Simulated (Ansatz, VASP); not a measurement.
**One calculation of CuI, two programs**

```xyz
2
Lattice="0.0000 3.0723 3.0723 3.0723 0.0000 3.0723 3.0723 3.0723 0.0000" Properties=species:S:1:pos:R:3 pbc="T T T"
Cu    0.0000    0.0000    0.0000
I     1.5361    1.5361    1.5361
```

Change from the starting cell: hydrostatic strain +2.0%.

Alike in both runs: task single point; functional PBE; k mesh 8 × 8 × 8; occupations fermi-dirac, width 0.02 eV; no spin polarisation.

|  | VASP | Ansatz |
| --- | --- | --- |
| version | VASP 6.6.1 | Ansatz 0.2.0 |
| potentials or method | VASP PAW PBE potentials, release 64 (Cu, I) | plane waves, PAW |
| plane-wave cutoff (eV) | 520 | 420 |
| valence electrons in the cell | 18 | 36 |

VASP gave:

```
gap on the k mesh at the Fermi level (eV) : 1.04
pressure (GPa)                            : -1.1
```

Problem. What did Ansatz give for the same quantities?

Solution. gap on the k mesh at the Fermi level (eV): 1.02; pressure (GPa): -1.2.

VASP's potentials hold 18 valence electrons a cell and Ansatz's 36, so a difference there can come from the potentials and not from the codes.

Spin-orbit coupling is off throughout.
